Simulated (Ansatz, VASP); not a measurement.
# One calculation of Pb, two programs

```
Pb
1.0
     3.48000    0.00000    0.00000
    -1.74000    3.01377    0.00000
     0.00000    0.00000    5.59000
Pb
2
Direct
  0.66667 0.33333 0.75000
  0.33333 0.66667 0.25000
```

Alike in both runs: functional LDA; k mesh 9 × 9 × 5; occupations fermi-dirac, width 0.05 eV; no spin polarisation.

|  | VASP | Ansatz |
| --- | --- | --- |
| version | VASP 6.6.1 | Ansatz 0.2.0 |
| potentials or method | VASP PAW LDA potentials, release 64 (Pb_d), cutoff 520 eV | all-electron LAPW, scalar-relativistic |
| task | single point | band structure |

|  | VASP | Ansatz | Ansatz less VASP |
| --- | --- | --- | --- |
| gap on the k mesh at the Fermi level (eV) | none | none | - |
| pressure (GPa) | -0.5 | -0.6 | -0.02 |
| traceless stress, the component that is largest in VASP (GPa) | 2.46 | 2.38 | -0.082 |

LDA's correlation is that of Perdew and Zunger in VASP and of Perdew and Wang (1992) in Ansatz. A gap of «none» marks a metal or a gap that the smearing closes. Ansatz ran all-electron here, and VASP with PAW potentials.

Neither program's run includes spin-orbit coupling.
